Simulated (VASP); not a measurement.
Set up this calculation in VASP 6.6.1, as the native input.

```
Task                   : single point
Functional             : PBE
Potentials or basis    : VASP PAW PBE potentials, release 64 (Cs_sv, Mg, Bi_d, O)
Cutoff                 : 520 eV
k mesh                 : 2 × 2 × 2
Occupations            : gaussian, width 0.01 eV
Spin                   : no spin polarisation
Dipole correction      : no
Further INCAR settings : ALGO = Normal; EDIFF = 1e-07; NBANDS = 31
```

The structure of CsMgBiO3 lies in POSCAR:

```
CsMgBiO3
1.0
    3.2305168900      1.8651397900      3.7970092100
   -3.2305168900      1.8651397900      3.7970092100
    0.0000000000     -3.7302795900      3.7970092100
Cs Mg Bi O
1 1 1 3
Direct
    0.9143940294      0.9300200118      0.9161281172
    0.3000974380      0.2942813409      0.3074615409
    0.5672329209      0.5621232123      0.5658401764
    0.5153905345      0.9697029712      0.4546750313
    0.4696270922      0.4880095994      0.9831220983
    0.9819077226      0.4549836860      0.5217285443
```

These files were run (other wordings do the same):

INCAR

```
PREC     = Accurate       # precision mode
ENCUT    = 520            # plane-wave cutoff, eV
EDIFF    = 1E-7           # SCF threshold, eV
ISMEAR   = 0              # smearing method
SIGMA    = 0.01           # smearing width, eV
LREAL    = F              # projectors in reciprocal space
LASPH    = T              # aspherical terms in the spheres
NELM     = 80             # most SCF steps
ALGO     = Normal         # electronic algorithm
ISIF     = 2              # what is computed and relaxed
LWAVE    = F              # write WAVECAR
LCHARG   = F              # write CHGCAR
GGA      = PE             # functional
NBANDS   = 31             # bands
```

KPOINTS

```
Automatic mesh
0
Gamma
  2 2 2
```

Potentials or basis: VASP PAW PBE potentials, release 64 (Cs_sv, Mg, Bi_d, O).

Launch:

```bash
$ cat potpaw_PBE.64/Cs_sv/POTCAR potpaw_PBE.64/Mg/POTCAR potpaw_PBE.64/Bi_d/POTCAR potpaw_PBE.64/O/POTCAR > POTCAR
$ mpirun -np 1 vasp_std > vasp.out
```

It gave:

The pressure is 1.6 GPa and the largest force is 0.520 eV/Å. The band gap on the k mesh is 2.50 eV, direct.

Caveat: the k points lie up to 0.63 Å⁻¹ apart; spin-orbit coupling is left out, which moves the levels of the heavy elements.

It took 20 s on 1 thread of Intel(R) Xeon(R) 6975P-C (Granite Rapids) (shared host), peak memory 0.25 GiB.
